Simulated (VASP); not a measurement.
# ZnO (zincite): relaxation of cell and atoms with PBEsol

ZnO (zincite):

```
Zn O
1.0
     3.24931    0.00000    0.00000
    -1.62465    2.81398    0.00000
     0.00000    0.00000    5.20571
Zn O
2 2
Direct
  0.33333 0.66667 0.50000
  0.66667 0.33333 0.00000
  0.66667 0.33333 0.37901
  0.33333 0.66667 0.87901
```

```json
{
 "Program": "VASP 6.6.1",
 "Task": "relaxation of cell and atoms",
 "Functional": "PBEsol",
 "Potentials or basis": "VASP PAW PBE potentials, release 64 (Zn, O)",
 "Cutoff": "600 eV",
 "k mesh": "6 × 6 × 4",
 "Occupations": "gaussian, width 0.01 eV",
 "Spin": "no spin polarisation",
 "Dipole correction": "no",
 "Further INCAR settings": "ALGO = Normal; EDIFF = 1e-07; IBRION = 2; EDIFFG = -0.05; NSW = 80; ISIF = 3"
}
```

- Relaxed volume: 11.82 Å³/atom
- Relaxed cell: a = 3.235 Å, b = 3.235 Å, c = 5.215 Å, α = 90.00°, β = 90.00°, γ = 120.00°
- Space group after relaxing (to 0.05 Å): P6_3mc (No. 186)
- Energy gained by relaxing: 0.4 meV/atom
- Ionic steps: 2
- Pressure after relaxing: 0.3 GPa
- Largest force after relaxing: 0.030 eV/Å
- Band gap on the k mesh: 0.69 eV, direct

Forces in eV/Å, atoms in the order of the input:
```
Zn   0.000  0.000  0.030
Zn   0.000  0.000  0.030
O    0.000  0.000 -0.030
O    0.000  0.000 -0.030
```

Stress tensor (GPa, compression positive):
```
0.40 0.00 0.00
0.00 0.40 0.00
0.00 0.00 0.12
```

Step by step:
```
step  energy change (eV)  largest force (eV/Å)  pressure (GPa)  volume (Å³)
   1              0.0000                0.0650           -0.65        47.60
   2             -0.0014                0.0304            0.30        47.27
```

Final structure:
```xyz
4
Lattice="3.2352 0.0000 0.0000 -1.6176 2.8017 0.0000 0.0000 0.0000 5.2146" Properties=species:S:1:pos:R:3 pbc="T T T"
Zn    0.0000    1.8678    2.6041
Zn    1.6176    0.9339    5.2114
O     1.6176    0.9339    1.9795
O     0.0000    1.8678    4.5868
```

Levels at points of the mesh, in eV from the valence-band top:
```csv
k point,band 14,band 15,band 16,band 17,band 18,band 19,band 20,band 21,band 22
"(0.00, 0.00, 0.00)",-0.80,-0.80,-0.10,0.00,0.00,0.69,5.13,8.10,12.80
"(0.50, 0.00, 0.00)",-3.62,-2.87,-2.31,-1.32,-0.87,5.71,6.72,7.44,8.48
"(0.00, 0.00, 0.50)",-2.27,-0.40,-0.40,-0.40,-0.40,3.37,3.37,9.94,9.94
"(0.50, 0.00, 0.50)",-3.79,-1.54,-1.54,-1.40,-1.40,5.57,5.57,8.38,8.38
```

Wall time 22 s on 1 thread of Intel(R) Xeon(R) 6975P-C (Granite Rapids), with other jobs on the host, peak memory 0.19 GiB.

Caveat: the PAW data sets were made with another functional, which shifts forces and pressure a little; the relaxation stopped at a loose force limit of 0.05 eV/Å, so its end isn't a converged minimum. PBEsol gaps usually lie below the measured ones, often by a third to a half.
